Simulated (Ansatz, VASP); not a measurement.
Two plane-wave programs on Ga2O3

POSCAR

```
Ga2O3
1.0
    2.4922617722      1.4389080051      4.5254452807
   -2.4922617722      1.4389080051      4.5254452807
    0.0000000000     -2.8778160102      4.5254452807
Ga O
4 6
Direct
    0.8550378449      0.8550378449      0.8550378449
    0.6449621551      0.6449621551      0.6449621551
    0.1449621551      0.1449621551      0.1449621551
    0.3550378449      0.3550378449      0.3550378449
    0.7500000000      0.4462220864      0.0537779136
    0.4462220864      0.0537779136      0.7500000000
    0.0537779136      0.7500000000      0.4462220864
    0.2500000000      0.5537779136      0.9462220864
    0.9462220864      0.2500000000      0.5537779136
    0.5537779136      0.9462220864      0.2500000000
```

INCAR.step1

```
PREC = Accurate
ENCUT = 520
ISMEAR = 0
SIGMA = 0.01
LREAL = F
LASPH = T
NELM = 100
NBANDS = 55
GGA = PE
ALGO = Normal
EDIFF = 1E-4
LWAVE = T
LCHARG = F
```

File INCAR.step2:

```
PREC = Accurate
ENCUT = 520
EDIFF = 1E-6
ISMEAR = 0
SIGMA = 0.01
LREAL = F
LASPH = T
NELM = 100
ALGO = Normal
ISIF = 2
LWAVE = F
LCHARG = T
METAGGA = R2SCAN
LMIXTAU = T
LELF = T
LVHAR = T
NBANDS = 55
ISTART = 1
```

KPOINTS

```
Automatic mesh
0
Gamma
  6 6 6
```

Input for Ansatz:

```yaml
crystal:
  lattice:
    - [2.4922617722, 1.4389080051, 4.5254452807]
    - [-2.4922617722, 1.4389080051, 4.5254452807]
    - [0.0, -2.8778160102, 4.5254452807]
  atoms:
    - { symbol: Ga, position: [0.8550378449, 0.8550378449, 0.8550378449] }
    - { symbol: Ga, position: [0.6449621551, 0.6449621551, 0.6449621551] }
    - { symbol: Ga, position: [0.1449621551, 0.1449621551, 0.1449621551] }
    - { symbol: Ga, position: [0.3550378449, 0.3550378449, 0.3550378449] }
    - { symbol: O, position: [0.75, 0.4462220864, 0.0537779136] }
    - { symbol: O, position: [0.4462220864, 0.0537779136, 0.75] }
    - { symbol: O, position: [0.0537779136, 0.75, 0.4462220864] }
    - { symbol: O, position: [0.25, 0.5537779136, 0.9462220864] }
    - { symbol: O, position: [0.9462220864, 0.25, 0.5537779136] }
    - { symbol: O, position: [0.5537779136, 0.9462220864, 0.25] }
kpoints:
  mp_grid: { grid: [6, 6, 6] }
  band_path:
    path:
      - [0.0, 0.0, 0.0]
      - [0.5, 0.5, 0.5]
      - [0.7645798177, 0.2354201823, 0.5]
      - [0.5, -0.2354201823, 0.2354201823]
      - [0.5, 0.0, 0.0]
      - [0.3677100911, -0.3677100911, 0.0]
      - [0.6322899089, 0.0, 0.3677100911]
      - [0.5, 0.0, 0.5]
      - [0.0, 0.166667, -0.166667]
    npoints: 1
hamiltonian:
  xc: r2scan
scf:
  occupations: { method: fixed }
  n_extra_bands: 6
output:
  forces: true
  stress: true
  eigenvalues: true
  write_density: true
  write_potential: true
  elf: true
  volumetric_format: npy
```

Change from the starting cell: uniaxial_z strain +1.0%.

Alike in both runs: task single point; functional r2SCAN; k mesh 6 × 6 × 6; no spin polarisation.

|  | VASP | Ansatz |
| --- | --- | --- |
| version | VASP 6.6.1 | Ansatz 0.2.0 |
| potentials or method | VASP PAW PBE potentials, release 64 (Ga_d, O) | plane waves, PAW |
| plane-wave cutoff (eV) | 520 | 500 |
| occupations | gaussian, width 0.01 eV | fixed |
| valence electrons in the cell | 88 | 88 |

|  | VASP | Ansatz | Ansatz less VASP |
| --- | --- | --- | --- |
| gap on the k mesh at the Fermi level (eV) | 3.44 | 3.45 | +0.007 |
| pressure (GPa) | -0.3 | -2.1 | -1.84 |
| traceless stress, the component that is largest in VASP (GPa) | -2.02 | -1.60 | +0.422 |
| rms of the force components (eV/Å) | 0.022 | 0.000 | -0.0215 |

VASP's potentials were made for PBE, not for r2SCAN. Atom by atom the forces differ by 0.022 eV/Å (rms over components).
